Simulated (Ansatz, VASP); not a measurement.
## Nb3GaSe2 in VASP and in Ansatz

```
CELL_PARAMETERS angstrom
3.17486 0.00000 0.00000
0.00000 3.17486 0.00000
0.00000 0.00000 10.04192
ATOMIC_POSITIONS crystal
Nb 0.50000 0.50000 0.16718
Nb 0.50000 0.50000 0.50000
Nb 0.50000 0.50000 0.83282
Ga 0.00000 0.00000 0.00000
Se 0.00000 0.00000 0.33620
Se 0.00000 0.00000 0.66380
```

Change from the starting cell: species swapped into the Al3Ni2Pt type (P4/mmm, No. 123).

Alike in both runs: functional PBE; k mesh 6 × 6 × 2; occupations gaussian, width 0.1 eV; no spin polarisation.

Ansatz relaxed the structure, and its values are those at the end. VASP's run is a single point on that final structure, the one shown.

|  | VASP | Ansatz |
| --- | --- | --- |
| version | VASP 6.6.1 | Ansatz 0.2.0 |
| potentials or method | VASP PAW PBE potentials, release 64 (Nb_sv, Ga_d, Se), cutoff 520 eV | scalar-relativistic, plane waves, PAW |
| valence electrons in the cell | 64 | 84 |

```csv
,VASP,Ansatz,Ansatz less VASP
gap on the k mesh at the Fermi level (eV),none,none,-
pressure (GPa),0.0,0.1,+0.06
rms of the force components (eV/Å),0.004,0.005,+0.0009
```

A gap of «none» marks a metal or a gap that the smearing closes. VASP's potentials hold 64 valence electrons a cell and Ansatz's 84, so a difference there can come from the potentials and not from the codes.
